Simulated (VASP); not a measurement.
Input of a VASP 6.6.1 run:

Contents of INCAR:

```
SYSTEM = Cu3O2
PREC = Accurate
ENCUT = 600
EDIFF = 1E-7
ISMEAR = 0
SIGMA = 0.1
LREAL = .FALSE.
LASPH = .TRUE.
NELM = 120
ALGO = Normal
ISIF = 3
LWAVE = .FALSE.
LCHARG = .FALSE.
GGA = PE
IBRION = 2
NSW = 100
EDIFFG = -0.01
GGA_COMPAT = .FALSE.
NELMIN = 4
```

The input KPOINTS:

```
regular mesh
0
G
  14 14 14
  0 0 0
```

Contents of POSCAR:

```
Cu3O2
1.0
   -2.0229820000      2.0229820000      3.6736170000
    2.0229820000     -2.0229820000      3.6736170000
    2.0229820000      2.0229820000     -3.6736170000
Cu O
3 2
Direct
    0.2500000000      0.7500000000      0.5000000000
    0.7500000000      0.2500000000      0.5000000000
    0.0000000000      0.0000000000      0.0000000000
    0.0000000000      0.5000000000      0.5000000000
    0.5000000000      0.0000000000      0.5000000000
```

Potentials or basis: VASP PAW PBE potentials, release 64 (Cu, O).

Command:

```console
$ cat potpaw_PBE.64/Cu/POTCAR potpaw_PBE.64/O/POTCAR > POTCAR
$ mpirun -np 1 vasp_std > vasp.out
```

(1) What does it give for the relaxed cell?

(2) What does it give for the band gap on the k mesh?

(3) Predict the relaxed volume.

(4) Predict the space group after relaxing (to 0.1 Å).

Answers

(1) a = 4.671 Å, b = 4.671 Å, c = 4.671 Å, α = 128.36°, β = 128.36°, γ = 76.04°.

(2) zero (an odd number of electrons rules out a gap without spin polarisation).

(3) 12.19 Å³/atom.

(4) I4/mmm (No. 139).
